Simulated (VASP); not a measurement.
# KCl (P6_3/mmc) in VASP: a series of runs

Runs on KCl. Level: PBE. Tasks: single point.

Everything below comes from runs of VASP 6.6.1. Logs are shortened: lines on timing, memory, paths and dates and some standing lists are left out, and cuts for length are marked.

## Step 1: The cell of the first run

Symmetry: P6_3/mmc, No. 194, hexagonal system. Conventional cell: a = 4.320 Å, b = 4.320 Å, c = 7.576 Å, α = 90.00°, β = 90.00°, γ = 120.00°. K (site symmetry -3m) has 6 Cl at 3.13 Å and 2 K at 3.79 Å within 4.1 Å. Within 4.1 Å of Cl (site symmetry -6m2) lie 6 K at 3.13 Å.

## Step 2: Single point, PBE (30.61 Å³/atom)

Contents of INCAR:

```
PREC = Accurate
ENCUT = 520
EDIFF = 1E-6
ISMEAR = 0
SIGMA = 0.01
LREAL = False
LASPH = True
NELM = 100
ALGO = Normal
ISIF = 2
LWAVE = False
LCHARG = True
GGA = PE
LELF = True
LVHAR = True
NBANDS = 24
```

Contents of KPOINTS:

```
Automatic mesh
0
Gamma
  6 6 4
```

Contents of POSCAR:

```
KCl
1.0
    4.3200291766      0.0000000000      0.0000000000
   -2.1600145883      3.7412550120      0.0000000000
    0.0000000000      0.0000000000      7.5763187225
K Cl
2 2
Direct
    0.0000000000      0.0000000000      0.0000000000
    0.0000000000      0.0000000000      0.5000000000
    0.3333333333      0.6666666667      0.2500000000
    0.6666666667      0.3333333333      0.7500000000
```

Potentials or basis: VASP PAW PBE potentials, release 64 (K_sv, Cl).

Run with:

```
$ cat potpaw_PBE.64/K_sv/POTCAR potpaw_PBE.64/Cl/POTCAR > POTCAR
$ mpirun -np 1 vasp_std > vasp.out
```

OUTCAR:

```text
PREC = Accurate
   ENCUT = 520
   EDIFF = 1E-6
   ISMEAR = 0
   LREAL = False
   LASPH = True
   NELM = 100
   ISIF = 2
   GGA = PE

 ion  position               nearest neighbor table
   1  0.000  0.000  0.000-   3 3.13   4 3.13   3 3.13   4 3.13   4 3.13   3 3.13   2 3.79   2 3.79

   2  0.000  0.000  0.500-   3 3.13   4 3.13   3 3.13   4 3.13   4 3.13   3 3.13   1 3.79   1 3.79

   3  0.333  0.667  0.250-   1 3.13   2 3.13   1 3.13   2 3.13   1 3.13   2 3.13
   4  0.667  0.333  0.750-   1 3.13   2 3.13   1 3.13   2 3.13   1 3.13   2 3.13

  LATTYP: Found a hexagonal cell.
 ALAT       =     4.3200291766
 C/A-ratio  =     1.7537656374

  Lattice vectors:

 A1 = (   4.3200291766,   0.0000000000,   0.0000000000)
 A2 = (  -2.1600145883,   3.7412550120,   0.0000000000)
 A3 = (   0.0000000000,   0.0000000000,   7.5763187225)

Analysis of symmetry for initial positions (statically):
=====================================================================
 Subroutine PRICEL returns:
 Original cell was already a primitive cell.

 Routine SETGRP: Setting up the symmetry group for a
 hexagonal supercell.

 Subroutine GETGRP returns: Found 24 space group operations
 (whereof 12 operations were pure point group operations)
 out of a pool of 24 trial point group operations.

The static configuration has the point symmetry D_3d.
 The point group associated with its full space group is D_6h.

Analysis of symmetry for dynamics (positions and initial velocities):
=====================================================================
 Subroutine PRICEL returns:
 Original cell was already a primitive cell.

 Routine SETGRP: Setting up the symmetry group for a
 hexagonal supercell.

 Subroutine GETGRP returns: Found 24 space group operations
 (whereof 12 operations were pure point group operations)
 out of a pool of 24 trial point group operations.

The dynamic configuration has the point symmetry D_3d.
 The point group associated with its full space group is D_6h.

 Subroutine INISYM returns: Found 24 space group operations
 (whereof 12 operations are pure point group operations),
 and found     1 'primitive' translations

----------------------------------------------------------------------------------------

                                     Primitive cell

  volume of cell :     122.4510

  direct lattice vectors                    reciprocal lattice vectors
     4.320029177  0.000000000  0.000000000     0.231479918  0.133644993  0.000000000
    -2.160014588  3.741255012  0.000000000     0.000000000  0.267289986  0.000000000
     0.000000000  0.000000000  7.576318722     0.000000000  0.000000000  0.131990223

  length of vectors
     4.320029177  4.320029177  7.576318722     0.267289986  0.267289986  0.131990223

  position of ions in fractional coordinates (direct lattice)
     0.000000000  0.000000000  0.000000000
     0.000000000  0.000000000  0.500000000
     0.333333333  0.666666667  0.250000000
     0.666666667  0.333333333  0.750000000

  ion indices of the primitive-cell ions
   primitive index   ion index
                 1           1
                 2           2
                 3           3
                 4           4

----------------------------------------------------------------------------------------

 KPOINTS: Automatic mesh

Automatic generation of k-mesh.
 Grid dimensions read from file:
 generate k-points for:    6    6    4

 Generating k-lattice:

  Cartesian coordinates                     Fractional coordinates (reciprocal lattice)
     0.038579986  0.022274166  0.000000000     0.166666667  0.000000000  0.000000000
     0.000000000  0.044548331  0.000000000     0.000000000  0.166666667  0.000000000
     0.000000000  0.000000000  0.032997556     0.000000000  0.000000000  0.250000000

  Length of vectors
     0.044548331  0.044548331  0.032997556

  Shift w.r.t. Gamma in fractional coordinates (k-lattice)
     0.000000000  0.000000000  0.000000000

 Subroutine IBZKPT returns following result:
 ===========================================

 Found     21 irreducible k-points:

 Following reciprocal coordinates:
            Coordinates               Weight
  0.000000  0.000000  0.000000      1.000000
  0.166667  0.000000  0.000000      6.000000
  0.333333  0.000000  0.000000      6.000000
  0.500000  0.000000  0.000000      3.000000
  0.166667  0.166667  0.000000      6.000000
  0.333333  0.166667  0.000000     12.000000
[... 13 lines left out ...]
  0.333333  0.166667  0.500000     12.000000
  0.333333  0.333333  0.500000      2.000000
   k-points           NKPTS =     21   k-points in BZ     NKDIM =     21   number of bands    NBANDS=     24
   number of dos      NEDOS =    301   number of ions     NIONS =      4
   total plane-waves  NPLWV =  57344
   dimension x,y,z NGX =    32 NGY =   32 NGZ =   56
   dimension x,y,z NGXF=    64 NGYF=   64 NGZF=  112
   ions per type =               2   2
   NGX,Y,Z   is equivalent  to a cutoff of  12.31, 12.31, 12.29 a.u.
   NGXF,Y,Z  is equivalent  to a cutoff of  24.63, 24.63, 24.58 a.u.
 SYSTEM =  unknown system
   PREC   = accura    normal or accurate (medium, high low for compatibility)
   ISTART =      0    job   : 0-new  1-cont  2-samecut
   ICHARG =      2    charge: 1-file 2-atom 10-const
   ISPIN  =      1    spin polarized calculation?
   LNONCOLLINEAR =      F non collinear calculations
   LSORBIT =      F    spin-orbit coupling
   LASPH  =      T    aspherical Exc in radial PAW
   ENCUT  =  520.0 eV  38.22 Ry    6.18 a.u.   8.03  8.03 14.09*2*pi/ulx,y,z
   NELM   =    100;   NELMIN=  2; NELMDL= -5     # of ELM steps
   EDIFF  = 0.1E-05   stopping-criterion for ELM
   LREAL  =      F    real-space projection
   EDIFFG = 0.1E-04   stopping-criterion for IOM
   NSW    =      0    number of steps for IOM
   IBRION =     -1    ionic relax: 0-MD 1-quasi-New 2-CG
   NFREE  =      0    steps in history (QN), initial steepest desc. (CG)
   ISIF   =      2    stress and relaxation
   ISYM   =      2    0-nonsym 1-usesym 2-fastsym
   POTIM  = 0.5000    time-step for ionic-motion
   TEBEG  =    0.0;   TEEND  =   0.0 temperature during run
   PSTRESS=    0.0 pullay stress
   NELECT =      32.0000    total number of electrons
   NUPDOWN=      -1.0000    fix difference up-down
   EMIN   =  10.00;   EMAX   =-10.00  energy-range for DOS
   EFERMI =   0.00;   METHOD = LEGACY
   ISMEAR =     0;   SIGMA  =   0.01  broadening in eV -4-tet -1-fermi 0-gaus
   EFERMI_NEDOS =   21; number of points for ismear=-14 and -15
   IALGO  =     38    algorithm
   IMIX   =      4    mixing-type and parameters
     AMIX     =   0.40;   BMIX     =  1.00
     AMIX_MAG =   1.60;   BMIX_MAG =  1.00
  volume/ion in A,a.u.               =      30.61       206.58
  Fermi-wavevector in a.u.,A,eV,Ry     =   1.046656  1.977894 14.905038  1.095489
  Thomas-Fermi vector in A             =   2.181504
   LORBIT       =      0    0 simple, 1 ext, 2 COOP (PROOUT), +10 PAW based schemes
   GGA     = PE    functional components
   LHFCALC =     F    Hartree Fock is set to
   AEXX    =    0.0000 exact exchange contribution
   IVDW    =     0    specifies the selected vdW correction
   LEPSILON=     F    determine dielectric tensor
   LRPA    =     F    only Hartree local field effects (RPA)
 non-spin polarized calculation
 Gauss-broadening in eV      SIGMA  =   0.01
  energy-cutoff  :      520.00
  volume of cell :      122.45
 maximum number of plane-waves:      3312
   NGX = 17   NGY = 17   NGZ = 29

 number of electron      32.0000003 magnetization

 Free energy of the ion-electron system (eV)
  ---------------------------------------------------
  ext. energy  EPLUGINS =         0.00000000
  ---------------------------------------------------
  free energy    TOTEN  =       -13.47908106 eV

  energy without entropy =      -13.47908106  energy(sigma->0) =      -13.47908106

 E-fermi :  -1.6206     XC(G=0):  -7.6082

 val. band max:       -1.7037890400   @ k =   0.0000   0.0000   0.0000
 cond. band min:       3.4852850966   @ k =   0.0000   0.0000   0.0000
 fundamental gap:      5.1890741366
 Fermi energy:        -1.6205836217

 k-point     1 :       0.0000    0.0000    0.0000
  band No.  band energies     occupation
      1     -29.0297      2.00000
      2     -29.0064      2.00000
      3     -14.1581      2.00000
      4     -13.8949      2.00000
      5     -12.4916      2.00000
      6     -12.4916      2.00000
[... 16 lines left out ...]
     23       7.1327      0.00000
     24       7.1327      0.00000

 k-point     2 :       0.1667    0.0000    0.0000
  band No.  band energies     occupation
      1     -29.0271      2.00000
      2     -29.0042      2.00000
      3     -14.0911      2.00000
      4     -13.9384      2.00000
      5     -12.5014      2.00000
      6     -12.4894      2.00000
[... 16 lines left out ...]
     23       7.4407      0.00000
     24       7.5241      0.00000

 k-point     3 :       0.3333    0.0000    0.0000
  band No.  band energies     occupation
      1     -29.0218      2.00000
      2     -28.9998      2.00000
      3     -14.0537      2.00000
      4     -13.8910      2.00000
      5     -12.5715      2.00000
      6     -12.5620      2.00000
[... 16 lines left out ...]
     23       8.2615      0.00000
     24       8.2986      0.00000

 k-point     4 :       0.5000    0.0000    0.0000
  band No.  band energies     occupation
      1     -29.0192      2.00000
      2     -28.9976      2.00000
      3     -14.0880      2.00000
      4     -13.7874      2.00000
      5     -12.6924      2.00000
      6     -12.5974      2.00000
[... 16 lines left out ...]
     23       8.7232      0.00000
     24       8.9901      0.00000

 k-point     5 :       0.1667    0.1667    0.0000
  band No.  band energies     occupation
      1     -29.0231      2.00000
      2     -29.0009      2.00000
      3     -13.9900      2.00000
      4     -13.9854      2.00000
      5     -12.5623      2.00000
      6     -12.5368      2.00000
[... 16 lines left out ...]
     23       8.0154      0.00000
     24       8.0765      0.00000

 k-point     6 :       0.3333    0.1667    0.0000
  band No.  band energies     occupation
      1     -29.0192      2.00000
      2     -28.9976      2.00000
      3     -14.0348      2.00000
      4     -13.8616      2.00000
      5     -12.6711      2.00000
      6     -12.5781      2.00000
[... 16 lines left out ...]
     23       8.5107      0.00000
     24       8.6777      0.00000
[... 298 lines left out ...]
 k-point    18 :       0.5000    0.0000    0.5000
  band No.  band energies     occupation
      1     -29.0084      2.00000
      2     -29.0084      2.00000
      3     -13.9539      2.00000
      4     -13.9539      2.00000
      5     -12.5620      2.00000
      6     -12.5620      2.00000
[... 16 lines left out ...]
     23       8.7885      0.00000
     24       8.7885      0.00000

 k-point    19 :       0.1667    0.1667    0.5000
  band No.  band energies     occupation
      1     -29.0120      2.00000
      2     -29.0120      2.00000
      3     -13.9807      2.00000
      4     -13.9807      2.00000
      5     -12.5580      2.00000
      6     -12.5580      2.00000
[... 16 lines left out ...]
     23       8.4768      0.00000
     24       8.4769      0.00000

 k-point    20 :       0.3333    0.1667    0.5000
  band No.  band energies     occupation
      1     -29.0084      2.00000
      2     -29.0084      2.00000
      3     -13.9510      2.00000
      4     -13.9510      2.00000
      5     -12.5639      2.00000
      6     -12.5639      2.00000
[... 16 lines left out ...]
     23       8.6060      0.00000
     24       8.6060      0.00000

 k-point    21 :       0.3333    0.3333    0.5000
  band No.  band energies     occupation
      1     -29.0072      2.00000
      2     -29.0072      2.00000
      3     -13.9386      2.00000
      4     -13.9386      2.00000
      5     -12.5811      2.00000
      6     -12.5811      2.00000
[... 16 lines left out ...]
     23       8.2804      0.00000
     24       8.2872      0.00000

------------------------ aborting loop because EDIFF is reached ----------------------------------------

  FORCE on cell =-STRESS in cart. coord.  units (eV):
  Direction    XX          YY          ZZ          XY          YZ          ZX
  --------------------------------------------------------------------------------------
  -------------------------------------------------------------------------------------
  Total        0.8596585      0.8596585      0.9902588     -0.0000000      0.0000000      0.0000000
  in kB       11.2479743     11.2479743     12.9567789     -0.0000000      0.0000000      0.0000000
  external PRESSURE =      11.8175759 kB  Pullay stress =       0.0000000 kB

 VOLUME and BASIS-vectors are now :
 -----------------------------------------------------------------------------
  energy-cutoff  :      520.00
  volume of cell :      122.45
      direct lattice vectors                 reciprocal lattice vectors
     4.320029177  0.000000000  0.000000000     0.231479918  0.133644993  0.000000000
    -2.160014588  3.741255012  0.000000000     0.000000000  0.267289986  0.000000000
     0.000000000  0.000000000  7.576318722     0.000000000  0.000000000  0.131990223

 POSITION                                       TOTAL-FORCE (eV/Angst)
 -----------------------------------------------------------------------------------
      0.00000      0.00000      0.00000        -0.000000      0.000000      0.000000
      0.00000      0.00000      3.78816        -0.000000      0.000000      0.000000
     -0.00000      2.49417      1.89408        -0.000000      0.000000      0.000000
      2.16001      1.24709      5.68224         0.000000     -0.000000      0.000000
 -----------------------------------------------------------------------------------
    total drift:                                0.000000     -0.000000      0.000000

  FREE ENERGIE OF THE ION-ELECTRON SYSTEM (eV)
  ---------------------------------------------------
  free  energy   TOTEN  =       -13.4790810575 eV

  energy  without entropy=      -13.4790810575  energy(sigma->0) =      -13.47908106
```

Wall time 28 s (1 thread of Intel Xeon 6975P-C (Granite Rapids), shared host); peak memory 0.24 GiB.

What came out:

| Property | Result |
| --- | --- |
| Free energy | -13.4791 eV |
| Pressure | 1.2 GPa |
| Band gap on the k mesh | 5.19 eV |

## Step 3: Single point, PBE (31.59 Å³/atom)

This run uses another cell than the first one, of 31.59 Å³/atom.

Contents of INCAR:

```
SYSTEM = KCl
PREC = Accurate ; ENCUT = 520
EDIFF = 1E-6 ; ISMEAR = 0
SIGMA = 0.01 ; LREAL = .False.
LASPH = .True. ; NELM = 100
ALGO = Normal ; ISIF = 2
LWAVE = .False. ; LCHARG = .False.
GGA = PE ; NBANDS = 24
```

Contents of KPOINTS:

```
Automatic mesh
0
Gamma
  6 6 4
  0 0 0
```

Contents of POSCAR:

```
KCl
1.0
    4.3655065099      0.0000000000      0.0000000000
   -2.1827532550      3.7806395380      0.0000000000
    0.0000000000      0.0000000000      7.6560753070
K Cl
2 2
Direct
    0.0000000000      0.0000000000      0.0000000000
    0.0000000000      0.0000000000      0.5000000000
    0.3333333333      0.6666666667      0.2500000000
    0.6666666667      0.3333333333      0.7500000000
```

Potentials or basis: VASP PAW PBE potentials, release 64 (K_sv, Cl).

Run with:

```
$ cat potpaw_PBE.64/K_sv/POTCAR potpaw_PBE.64/Cl/POTCAR > POTCAR
$ mpirun -np 1 vasp_std > vasp.out
```

Wall time 30 s (1 thread of Intel Xeon 6975P-C (Granite Rapids), shared host); peak memory 0.25 GiB.

It converged, with:

```
Free energy            : -13.5010 eV
Pressure               : 0.5 GPa
Band gap on the k mesh : 5.08 eV
```

Stress tensor (GPa, compression positive):
```
0.51 0.00 0.00
0.00 0.51 0.00
0.00 0.00 0.60
```

Levels at points of the mesh, in eV from the valence-band top:
```tsv
k point	band 12	band 13	band 14	band 15	band 16	band 17	band 18	band 19	band 20	band 21
(0.00, 0.00, 0.00)	-0.26	-0.26	-0.14	0.00	0.00	5.08	7.35	7.53	8.54	8.62
(0.50, 0.00, 0.00)	-0.62	-0.52	-0.43	-0.33	-0.21	6.78	7.76	7.78	8.35	9.45
(0.00, 0.00, 0.50)	-0.67	-0.13	-0.13	-0.13	-0.13	6.27	6.27	7.97	7.97	9.11
(0.50, 0.00, 0.50)	-0.89	-0.40	-0.40	-0.27	-0.27	7.40	7.40	7.84	7.84	9.60
```

A k mesh can miss the band edges.
